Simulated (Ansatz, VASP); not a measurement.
# Two plane-wave programs on Hg2I

```
CELL_PARAMETERS angstrom
4.42355 0.00000 0.00000
-2.21178 3.83091 0.00000
0.00000 0.00000 5.83038
ATOMIC_POSITIONS crystal
Hg 0.33333 0.66667 0.36652
Hg 0.66667 0.33333 0.63348
I 0.00000 0.00000 0.00000
```

Alike in both runs: functional PBE; k mesh 12 × 12 × 6; occupations gaussian, width 0.1 eV; no spin polarisation.

Ansatz relaxed the structure, and its values are those at the end. VASP's run is a single point on that final structure, the one shown.

|  | VASP | Ansatz |
| --- | --- | --- |
| version | VASP 6.6.1 | Ansatz 0.2.0 |
| potentials or method | VASP PAW PBE potentials, release 64 (Hg, I), cutoff 520 eV | scalar-relativistic, plane waves, PAW |
| valence electrons in the cell | 31 | 57 |

Ansatz gave:

* gap on the k mesh at the Fermi level (eV): none
* pressure (GPa): 0.0
* rms of the force components (eV/Å): 0.000

What did VASP give for the same quantities?

gap on the k mesh at the Fermi level (eV): none; pressure (GPa): 0.1; rms of the force components (eV/Å): 0.011.

A gap of «none» marks a metal or a gap that the smearing closes. With one functional, cell and mesh, what is left measures potentials, basis and numerics. VASP's potentials hold 31 valence electrons a cell and Ansatz's 57, so a difference there can come from the potentials and not from the codes.

Neither program's run includes spin-orbit coupling.
